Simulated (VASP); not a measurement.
# Pb (Fm-3m) in VASP: further runs, part 2 of 2

VASP 6.6.1.

### 4 Single point, HSE06

This run uses another cell than the first one, of 31.54 Å³/atom.

POSCAR

```
Pb
1.0
    0.0000000000      2.5075897876      2.5075897876
    2.5075897876      0.0000000000      2.5075897876
    2.5075897876      2.5075897876      0.0000000000
Pb
1
Direct
    0.0000000000      0.0000000000      0.0000000000
```

INCAR.step1

```
SYSTEM = Pb
ALGO     = Normal         ! electronic algorithm
EDIFF    = 1E-5           ! SCF threshold, eV
ENCUT    = 520            ! plane-wave cutoff, eV
GGA      = PE             ! functional
ISIF     = 2              ! what is computed and relaxed
ISMEAR   = -1             ! smearing method
LASPH    = .True.         ! aspherical terms in the spheres
LCHARG   = .False.        ! write CHGCAR
LREAL    = .False.        ! projectors in reciprocal space
LWAVE    = .True.         ! write WAVECAR
NBANDS   = 13             ! bands
NELM     = 100            ! most SCF steps
PREC     = Accurate       ! precision mode
SIGMA    = 0.05           ! smearing width, eV
```

INCAR.step2

```
SYSTEM = Pb
ALGO     = Normal         ! electronic algorithm
EDIFF    = 1E-6           ! SCF threshold, eV
ENCUT    = 520            ! plane-wave cutoff, eV
GGA      = PE             ! functional
HFSCREEN = 0.2079         ! screening, 1/A
ISIF     = 2              ! what is computed and relaxed
ISMEAR   = -1             ! smearing method
ISTART   = 1            
LASPH    = .True.         ! aspherical terms in the spheres
LCHARG   = .False.        ! write CHGCAR
LHFCALC  = .True.         ! exact exchange
LREAL    = .False.        ! projectors in reciprocal space
LWAVE    = .False.        ! write WAVECAR
NBANDS   = 13             ! bands
NELM     = 100            ! most SCF steps
PREC     = Accurate       ! precision mode
PRECFOCK = Normal       
SIGMA    = 0.05           ! smearing width, eV
```

KPOINTS

```
k-points
0
Gamma
  5 5 5
  0 0 0
```

Potentials or basis: VASP PAW PBE potentials, release 64 (Pb_d).

Started as:

```sh
> cat potpaw_PBE.64/Pb_d/POTCAR > POTCAR
> cp INCAR.step1 INCAR
> mpirun -np 1 vasp_std > vasp.out
> cp INCAR.step2 INCAR
> mpirun -np 1 vasp_std > vasp.out
```

OUTCAR:

```text
SYSTEM = Pb
   EDIFF = 1E-6
   ENCUT = 520
   GGA = PE
   HFSCREEN = 0.2079
   ISIF = 2
   ISMEAR = -1
   ISTART = 1
   LASPH = .True.
   LHFCALC = .True.
   LREAL = .False.
   NELM = 100
   PREC = Accurate
   PRECFOCK = Normal

 ion  position               nearest neighbor table
   1  0.000  0.000  0.000-

  LATTYP: Found a face centered cubic cell.
 ALAT       =     5.0151795752

  Lattice vectors:

 A1 = (   0.0000000000,   2.5075897876,   2.5075897876)
 A2 = (   2.5075897876,   0.0000000000,   2.5075897876)
 A3 = (   2.5075897876,   2.5075897876,   0.0000000000)

Analysis of symmetry for initial positions (statically):
=====================================================================
 Subroutine PRICEL returns:
 Original cell was already a primitive cell.

 Routine SETGRP: Setting up the symmetry group for a
 face centered cubic supercell.

 Subroutine GETGRP returns: Found 48 space group operations
 (whereof 48 operations were pure point group operations)
 out of a pool of 48 trial point group operations.

The static configuration has the point symmetry O_h .
[... 160 lines left out ...]
  band No.  band energies     occupation
      1     -12.2268      2.00000
      2     -12.2268      2.00000
      3     -12.2268      2.00000
      4     -12.0959      2.00000
      5     -12.0959      2.00000
      6      -6.0319      2.00000
      7      14.6357      0.00000
      8      14.6357      0.00000
      9      14.6357      0.00000
     10      17.2154      0.00000
     11      18.3948      0.00000
     12      19.6821      0.00000
     13      19.6821      0.00000
[... 130 lines left out ...]
  band No.  band energies     occupation
      1     -12.2308      2.00000
      2     -12.2191      2.00000
      3     -12.1171      2.00000
      4     -12.0303      2.00000
      5     -11.9721      2.00000
      6      -1.2177      2.00000
      7       4.7975      2.00000
      8       6.4419      1.25159
      9       8.4986      0.00000
     10      16.9938      0.00000
     11      18.1130      0.00000
     12      19.5341      0.00000
     13      23.4651      0.00000

------------------------ aborting loop because EDIFF is reached ----------------------------------------

  FORCE on cell =-STRESS in cart. coord.  units (eV):
  Direction    XX          YY          ZZ          XY          YZ          ZX
  --------------------------------------------------------------------------------------
  -------------------------------------------------------------------------------------
  Total       -0.2689573     -0.2689573     -0.2689573     -0.0000000     -0.0000000      0.0000000
  in kB      -13.6645204    -13.6645204    -13.6645204     -0.0000000     -0.0000000      0.0000000
  external PRESSURE =     -13.6645204 kB  Pullay stress =       0.0000000 kB

 VOLUME and BASIS-vectors are now :
 -----------------------------------------------------------------------------
  energy-cutoff  :      520.00
  volume of cell :       31.54
      direct lattice vectors                 reciprocal lattice vectors
     0.000000000  2.507589788  2.507589788    -0.199394655  0.199394655  0.199394655
     2.507589788  0.000000000  2.507589788     0.199394655 -0.199394655  0.199394655
     2.507589788  2.507589788  0.000000000     0.199394655  0.199394655 -0.199394655

 POSITION                                       TOTAL-FORCE (eV/Angst)
 -----------------------------------------------------------------------------------
      0.00000      0.00000      0.00000         0.000000     -0.000000     -0.000000
 -----------------------------------------------------------------------------------
    total drift:                               -0.000000     -0.000000     -0.000000

  FREE ENERGIE OF THE ION-ELECTRON SYSTEM (eV)
  ---------------------------------------------------
  free  energy   TOTEN  =        -4.0457951510 eV

  energy  without entropy=       -4.0329845384  energy(sigma->0) =       -4.03938984
```

OUTCAR.step1:

```text
SYSTEM = Pb
   EDIFF = 1E-5
   ENCUT = 520
   GGA = PE
   ISIF = 2
   ISMEAR = -1
   LASPH = .True.
[... 360 lines left out ...]
 -----------------------------------------------------------------------------------
      0.00000      0.00000      0.00000         0.000000     -0.000000      0.000000
 -----------------------------------------------------------------------------------
    total drift:                               -0.000000     -0.000000     -0.000000

  FREE ENERGIE OF THE ION-ELECTRON SYSTEM (eV)
  ---------------------------------------------------
  free  energy   TOTEN  =        -3.5308396744 eV

  energy  without entropy=       -3.5179166945  energy(sigma->0) =       -3.52437818
```

OSZICAR.step1:

```text
N       E                     dE             d eps       ncg     rms          rms(c)
DAV:   1     0.102015509807E+03    0.10202E+03   -0.70426E+03   260   0.124E+03
DAV:   2     0.146659915690E+01   -0.10055E+03   -0.97239E+02   285   0.305E+02
DAV:   3    -0.343027542138E+01   -0.48969E+01   -0.48848E+01   318   0.729E+01
DAV:   4    -0.353654352712E+01   -0.10627E+00   -0.10625E+00   315   0.114E+01
DAV:   5    -0.354189913914E+01   -0.53556E-02   -0.53554E-02   383   0.243E+00    0.509E-01
DAV:   6    -0.353282523582E+01    0.90739E-02   -0.13612E-02   330   0.202E+00    0.262E-01
DAV:   7    -0.353085275396E+01    0.19725E-02   -0.61025E-03   325   0.125E+00    0.958E-02
DAV:   8    -0.353084089995E+01    0.11854E-04   -0.45445E-04   348   0.338E-01    0.104E-02
DAV:   9    -0.353083967436E+01    0.12256E-05   -0.99200E-06   195   0.574E-02
   1 F= -.35308397E+01 E0= -.35243782E+01  d E =-.129230E-01
```

Run time: 6.7 min. Hardware: 1 thread of Intel Xeon Platinum 8259CL at 2.50GHz (Skylake/Cascade Lake), shared host; peak memory 0.26 GiB.

Results:

| Quantity | Value |
| --- | --- |
| Free energy | -4.0458 eV |
| Pressure | -1.4 GPa |
| Band gap on the k mesh | zero (bands 7 and 8 overlap by 8.49 eV) |

Levels at points of the mesh, in eV from the Fermi level:
| k point | band 3 | band 4 | band 5 | band 6 | band 7 | band 8 | band 9 | band 10 | band 11 | band 12 |
| --- | --- | --- | --- | --- | --- | --- | --- | --- | --- | --- |
| (0.00, 0.00, 0.00) | -18.69 | -18.56 | -18.56 | -12.50 | 8.17 | 8.17 | 8.17 | 10.75 | 11.93 | 13.21 |

Caveat: the k points lie up to 0.43 Å⁻¹ apart, too coarse for converged energies and pressures of a metal; the PAW data sets were made with another functional, which shifts forces and pressure a little; spin-orbit coupling is left out, which moves the levels of the heavy elements.

### 5 Summary

```tsv
cell	gap on the mesh (eV)	pressure (GPa)
a = 3.477 Å, angles 60.0°, 1 atom	none	1.5
a = 3.523 Å, angles 60.0°, 1 atom	none	-0.5
a = 3.546 Å, angles 60.0°, 1 atom	none	-1.4
```

Alike in all rows: task single point; level HSE06; potentials or basis VASP PAW PBE potentials, release 64 (Pb_d); no spin polarisation; k mesh 5 × 5 × 5; cutoff (eV) 520; smearing fermi-dirac 0.05 eV.

Caveats: all runs use coarse meshes; the PAW data sets were made with another functional, which shifts forces and pressure a little; spin-orbit coupling is left out, which moves the levels of the heavy elements.

Absolute energies hang on the potentials; compare differences alone.
